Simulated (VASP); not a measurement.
# TaN (I4/mmm) in VASP: a series of runs

TaN is run at these levels: PBE; tasks: single point.

All numbers are computed with VASP 6.6.1; they aren't measurements. Logs are shortened: lines on timing, memory, paths and dates and some standing lists are left out, and cuts for length are marked.

### Step 1. The cell of the first run

It takes space group I4/mmm (No. 139, tetragonal). Conventional cell: a = 2.958 Å, b = 2.958 Å, c = 4.707 Å, α = 90.00°, β = 90.00°, γ = 90.00°. Within 2.8 Å of Ta (site symmetry 4/mmm) lie 6 N at 2.09 to 2.35 Å. Within 2.8 Å of N (site symmetry 4/mmm) lie 6 Ta at 2.09 to 2.35 Å.

### Step 2. Single point, PBE (strain -0.040 along x and y, +0.080 along z)

INCAR

```
PREC     = Accurate       # precision mode
ENCUT    = 600            # plane-wave cutoff, eV
EDIFF    = 1E-6           # SCF threshold, eV
ISMEAR   = 0              # smearing method
SIGMA    = 0.15           # smearing width, eV
LREAL    = False          # projectors in reciprocal space
LASPH    = True           # aspherical terms in the spheres
NELM     = 120            # most SCF steps
ALGO     = Normal         # electronic algorithm
ISIF     = 2              # what is computed and relaxed
LWAVE    = False          # write WAVECAR
LCHARG   = True           # write CHGCAR
GGA      = PE             # functional
LELF     = True           # ELF
LVHAR    = True         
NBANDS   = 15             # bands
GGA_COMPAT= False
```

KPOINTS

```
Automatic mesh
0
Gamma
  18 18 18
```

POSCAR

```
TaN
1.0
    0.0000000000      2.0918400000      2.3533200000
    2.0918400000      0.0000000000      2.3533200000
    2.0918400000      2.0918400000      0.0000000000
Ta N
1 1
Direct
    0.5000000000      0.5000000000      0.5000000000
    0.0000000000      0.0000000000      0.0000000000
```

Potentials or basis: VASP PAW PBE potentials, release 64 (Ta_pv, N).

Started as:

```
$ cat potpaw_PBE.64/Ta_pv/POTCAR potpaw_PBE.64/N/POTCAR > POTCAR
$ mpirun -np 1 vasp_std > vasp.out
```

OUTCAR:

```text
PREC = Accurate
   ENCUT = 600
   EDIFF = 1E-6
   ISMEAR = 0
   LREAL = False
   LASPH = True
   NELM = 120
   ISIF = 2
   GGA = PE

 ion  position               nearest neighbor table
   1  0.500  0.500  0.500-   2 2.09   2 2.09   2 2.09   2 2.09   2 2.35   2 2.35
   2  0.000  0.000  0.000-   1 2.09   1 2.09   1 2.09   1 2.09   1 2.35   1 2.35

  LATTYP: Found a body centered tetragonal cell.
 ALAT       =     2.9583084983
 C/A-ratio  =     1.5909902577

  Lattice vectors:

 A1 = (  -2.0918400000,   0.0000000000,   2.3533200000)
 A2 = (   2.0918400000,   0.0000000000,   2.3533200000)
 A3 = (   0.0000000000,   2.0918400000,  -2.3533200000)

Analysis of symmetry for initial positions (statically):
=====================================================================
 Subroutine PRICEL returns:
 Original cell was already a primitive cell.

 Routine SETGRP: Setting up the symmetry group for a
 body centered tetragonal supercell.

 Subroutine GETGRP returns: Found 16 space group operations
 (whereof 16 operations were pure point group operations)
 out of a pool of 16 trial point group operations.

The static configuration has the point symmetry D_4h.

Analysis of symmetry for dynamics (positions and initial velocities):
=====================================================================
 Subroutine PRICEL returns:
 Original cell was already a primitive cell.

 Routine SETGRP: Setting up the symmetry group for a
 body centered tetragonal supercell.

 Subroutine GETGRP returns: Found 16 space group operations
 (whereof 16 operations were pure point group operations)
 out of a pool of 16 trial point group operations.

The dynamic configuration has the point symmetry D_4h.

 Subroutine INISYM returns: Found 16 space group operations
 (whereof 16 operations are pure point group operations),
 and found     1 'primitive' translations

----------------------------------------------------------------------------------------

                                     Primitive cell

  volume of cell :      20.5953

  direct lattice vectors                    reciprocal lattice vectors
     0.000000000  2.091840000  2.353320000    -0.239024017  0.239024017  0.212465793
     2.091840000  0.000000000  2.353320000     0.239024017 -0.239024017  0.212465793
     2.091840000  2.091840000  0.000000000     0.239024017  0.239024017 -0.212465793

  length of vectors
     3.148636150  3.148636150  2.958308498     0.399257655  0.399257655  0.399257655

  position of ions in fractional coordinates (direct lattice)
     0.500000000  0.500000000  0.500000000
     0.000000000  0.000000000  0.000000000

  ion indices of the primitive-cell ions
   primitive index   ion index
                 1           1
                 2           2

----------------------------------------------------------------------------------------

 KPOINTS: Automatic mesh

Automatic generation of k-mesh.
 Grid dimensions read from file:
 generate k-points for:   18   18   18

 Generating k-lattice:

  Cartesian coordinates                     Fractional coordinates (reciprocal lattice)
    -0.013279112  0.013279112  0.011803655     0.055555556  0.000000000  0.000000000
     0.013279112 -0.013279112  0.011803655     0.000000000  0.055555556  0.000000000
     0.013279112  0.013279112 -0.011803655    -0.000000000 -0.000000000  0.055555556

  Length of vectors
     0.022180981  0.022180981  0.022180981

  Shift w.r.t. Gamma in fractional coordinates (k-lattice)
     0.000000000  0.000000000  0.000000000

 Subroutine IBZKPT returns following result:
 ===========================================

 Found    480 irreducible k-points:

 Following reciprocal coordinates:
            Coordinates               Weight
  0.000000  0.000000  0.000000      1.000000
  0.055556 -0.000000  0.000000      8.000000
  0.111111 -0.000000  0.000000      8.000000
  0.166667 -0.000000  0.000000      8.000000
  0.222222 -0.000000  0.000000      8.000000
  0.277778 -0.000000  0.000000      8.000000
[... 16 lines left out ...]
 -0.277778  0.055556  0.000000      8.000000
 -0.222222  0.055556  0.000000      8.000000
 [... further k-points ...]
   k-points           NKPTS =    480   k-points in BZ     NKDIM =    480   number of bands    NBANDS=     15
   number of dos      NEDOS =    301   number of ions     NIONS =      2
   total plane-waves  NPLWV =  18816
   dimension x,y,z NGX =    28 NGY =   28 NGZ =   24
   dimension x,y,z NGXF=    56 NGYF=   56 NGZF=   48
   ions per type =               1   1
   NGX,Y,Z   is equivalent  to a cutoff of  14.78, 14.78, 13.49 a.u.
   NGXF,Y,Z  is equivalent  to a cutoff of  29.57, 29.57, 26.97 a.u.
 SYSTEM =  unknown system
   PREC   = accura    normal or accurate (medium, high low for compatibility)
   ISTART =      0    job   : 0-new  1-cont  2-samecut
   ICHARG =      2    charge: 1-file 2-atom 10-const
   ISPIN  =      1    spin polarized calculation?
   LNONCOLLINEAR =      F non collinear calculations
   LSORBIT =      F    spin-orbit coupling
   LASPH  =      T    aspherical Exc in radial PAW
   ENCUT  =  600.0 eV  44.10 Ry    6.64 a.u.   6.29  6.29  5.91*2*pi/ulx,y,z
   NELM   =    120;   NELMIN=  2; NELMDL= -5     # of ELM steps
   EDIFF  = 0.1E-05   stopping-criterion for ELM
   LREAL  =      F    real-space projection
   EDIFFG = 0.1E-04   stopping-criterion for IOM
   NSW    =      0    number of steps for IOM
   IBRION =     -1    ionic relax: 0-MD 1-quasi-New 2-CG
   NFREE  =      0    steps in history (QN), initial steepest desc. (CG)
   ISIF   =      2    stress and relaxation
   ISYM   =      2    0-nonsym 1-usesym 2-fastsym
   POTIM  = 0.5000    time-step for ionic-motion
   TEBEG  =    0.0;   TEEND  =   0.0 temperature during run
   PSTRESS=    0.0 pullay stress
   NELECT =      16.0000    total number of electrons
   NUPDOWN=      -1.0000    fix difference up-down
   EMIN   =  10.00;   EMAX   =-10.00  energy-range for DOS
   EFERMI =   0.00;   METHOD = LEGACY
   ISMEAR =     0;   SIGMA  =   0.15  broadening in eV -4-tet -1-fermi 0-gaus
   EFERMI_NEDOS =   21; number of points for ismear=-14 and -15
   IALGO  =     38    algorithm
   IMIX   =      4    mixing-type and parameters
     AMIX     =   0.40;   BMIX     =  1.00
     AMIX_MAG =   1.60;   BMIX_MAG =  1.00
  volume/ion in A,a.u.               =      10.30        69.49
  Fermi-wavevector in a.u.,A,eV,Ry     =   1.504962  2.843966 30.815978  2.264910
  Thomas-Fermi vector in A             =   2.615873
   LORBIT       =      0    0 simple, 1 ext, 2 COOP (PROOUT), +10 PAW based schemes
   GGA     = PE    functional components
   LHFCALC =     F    Hartree Fock is set to
   AEXX    =    0.0000 exact exchange contribution
   IVDW    =     0    specifies the selected vdW correction
   LEPSILON=     F    determine dielectric tensor
   LRPA    =     F    only Hartree local field effects (RPA)
 non-spin polarized calculation
 Gauss-broadening in eV      SIGMA  =   0.15
  energy-cutoff  :      600.00
  volume of cell :       20.60
 maximum number of plane-waves:       708
 NGX is ok and might be reduce to    28
   NGX = 13   NGY = 13   NGZ = 11

 number of electron      16.0000000 magnetization

 Free energy of the ion-electron system (eV)
  ---------------------------------------------------
  ext. energy  EPLUGINS =         0.00000000
  ---------------------------------------------------
  free energy    TOTEN  =       -21.45969501 eV

  energy without entropy =      -21.44914076  energy(sigma->0) =      -21.45441788

 E-fermi :   9.8267     XC(G=0): -13.5929

 val. band max:        9.8262575003   @ k =   0.2778   0.0000   0.1667
 cond. band min:       9.8278376739   @ k =  -0.1111   0.2222   0.1667
 fundamental gap:      0.0015801736
 Fermi energy:         9.8266754276

 k-point     1 :       0.0000    0.0000    0.0000
  band No.  band energies     occupation
      1     -25.7980      2.00000
      2     -25.7349      2.00000
      3     -25.7349      2.00000
      4      -9.2915      2.00000
      5       5.6676      2.00000
      6       6.1383      2.00000
      7       6.1383      2.00000
      8       6.7564      2.00000
      9       8.0105      2.00000
     10       8.3284      2.00000
     11       8.3284      2.00000
     12      10.8159      0.00000
     13      13.1587      0.00000
     14      19.4923      0.00000
     15      22.4278      0.00000

 k-point     2 :       0.0556   -0.0000    0.0000
  band No.  band energies     occupation
      1     -25.8103      2.00000
      2     -25.7612      2.00000
      3     -25.7350      2.00000
      4      -9.2081      2.00000
      5       5.3010      2.00000
      6       5.6653      2.00000
      7       5.8572      2.00000
      8       7.0974      2.00000
      9       8.2489      2.00000
     10       8.4194      2.00000
     11       8.5467      2.00000
     12      11.1737      0.00000
     13      13.3790      0.00000
     14      19.7385      0.00000
     15      22.4277      0.00000

 k-point     3 :       0.1111   -0.0000    0.0000
  band No.  band energies     occupation
      1     -25.8824      2.00000
      2     -25.7990      2.00000
      3     -25.7352      2.00000
      4      -8.9656      2.00000
      5       4.5061      2.00000
      6       4.9078      2.00000
      7       5.2134      2.00000
      8       7.6004      2.00000
      9       8.4635      2.00000
     10       8.6610      2.00000
     11       9.3346      2.00000
     12      12.0715      0.00000
     13      13.9690      0.00000
     14      20.4290      0.00000
     15      22.4274      0.00000
[... 343 lines left out ...]
 k-point    23 :      -0.2778    0.0556    0.0000
  band No.  band energies     occupation
      1     -26.4633      2.00000
      2     -25.9076      2.00000
      3     -25.7218      2.00000
      4      -7.1900      2.00000
      5       1.1039      2.00000
      6       2.6975      2.00000
      7       2.7901      2.00000
      8       9.5397      1.99318
      9      10.0951      0.01139
     10      10.8036      0.00000
     11      11.9235      0.00000
     12      16.7921      0.00000
     13      17.0651      0.00000
     14      22.3286      0.00000
     15      22.5008      0.00000

 k-point    24 :      -0.2222    0.0556    0.0000
  band No.  band energies     occupation
      1     -26.2985      2.00000
      2     -25.8794      2.00000
      3     -25.7205      2.00000
      4      -7.7478      2.00000
      5       2.0365      2.00000
      6       3.2111      2.00000
      7       3.3164      2.00000
      8       9.0393      2.00000
      9       9.5382      1.99346
     10       9.8905      0.54749
     11      10.9406      0.00000
     12      15.7980      0.00000
     13      16.3401      0.00000
     14      22.4090      0.00000
     15      22.5610      0.00000

 [... further k-points ...]
[... 5 lines left out ...]
  --------------------------------------------------------------------------------------
  -------------------------------------------------------------------------------------
  Total        6.1526503      6.1526503     -0.8883980      0.0000000      0.0000000     -0.0000000
  in kB      478.6354956    478.6354956    -69.1114854      0.0000000      0.0000000     -0.0000000
  external PRESSURE =     296.0531686 kB  Pullay stress =       0.0000000 kB

 VOLUME and BASIS-vectors are now :
 -----------------------------------------------------------------------------
  energy-cutoff  :      600.00
  volume of cell :       20.60
      direct lattice vectors                 reciprocal lattice vectors
     0.000000000  2.091840000  2.353320000    -0.239024017  0.239024017  0.212465793
     2.091840000  0.000000000  2.353320000     0.239024017 -0.239024017  0.212465793
     2.091840000  2.091840000  0.000000000     0.239024017  0.239024017 -0.212465793

 POSITION                                       TOTAL-FORCE (eV/Angst)
 -----------------------------------------------------------------------------------
      2.09184      2.09184      2.35332        -0.000000     -0.000000      0.000000
      0.00000      0.00000      0.00000         0.000000      0.000000      0.000000
 -----------------------------------------------------------------------------------
    total drift:                                0.000000      0.000000      0.000000

  FREE ENERGIE OF THE ION-ELECTRON SYSTEM (eV)
  ---------------------------------------------------
  free  energy   TOTEN  =       -21.4596950110 eV

  energy  without entropy=      -21.4491407561  energy(sigma->0) =      -21.45441788
```

Wall time 2.4 min (1 thread of Intel Xeon Platinum 8559C (Emerald Rapids), shared host); peak memory 0.31 GiB.

Results:

- Free energy: -21.4597 eV
- Pressure: 29.6 GPa
- Band gap on the k mesh: zero (bands 8 and 9 overlap by 3.75 eV)

Caveat: the cell differs from its parent crystal (strain -0.040 along x and y, +0.080 along z); the cell stands under pressure; spin-orbit coupling is left out, which moves the levels of the heavy elements.

[end of part 1 of 2]
